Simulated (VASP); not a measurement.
Write the native input for VASP 6.6.1 that does the following.

```yaml
Task: single point
Functional: PBE
Potentials_or_basis: VASP PAW PBE potentials, release 64 (Cd)
Cutoff: 520 eV
k_mesh: 18 × 18 × 18
Occupations: gaussian, width 0.1 eV
Spin: no spin polarisation
Dipole_correction: no
Further_INCAR_settings: ALGO = Fast; EDIFF = 1e-06; NBANDS = 12
```

The structure of Cd lies in POSCAR:

```
Cd
1.0
    2.9967283877      0.0000000000      0.0000000000
    0.0000000000      2.9967283877      0.0000000000
    0.0000000000      0.0000000000      2.9967283877
Cd
1
Direct
    0.0000000000      0.0000000000      0.0000000000
```

This isn't the form of Cd at room conditions, which is hcp.

These files were run (other wordings do the same):

INCAR

```
PREC = Accurate
ENCUT = 520
EDIFF = 1E-6
ISMEAR = 0
SIGMA = 0.1
LREAL = F
LASPH = T
NELM = 80
ALGO = Fast
ISIF = 2
LWAVE = F
LCHARG = F
GGA = PE
NBANDS = 12
```

KPOINTS

```
Automatic mesh
0
Gamma
  18 18 18
```

Potentials or basis: VASP PAW PBE potentials, release 64 (Cd).

Run with:

```console
$ cat potpaw_PBE.64/Cd/POTCAR > POTCAR
$ mpirun -np 1 vasp_std > vasp.out
```

It gave:

The pressure is 0.3 GPa and the band gap on the k mesh is zero (bands 6 and 7 overlap by 6.48 eV).

It took 52 s on 1 thread of Oxide Virtual Turin-like Processor (shared host), peak memory 0.15 GiB.
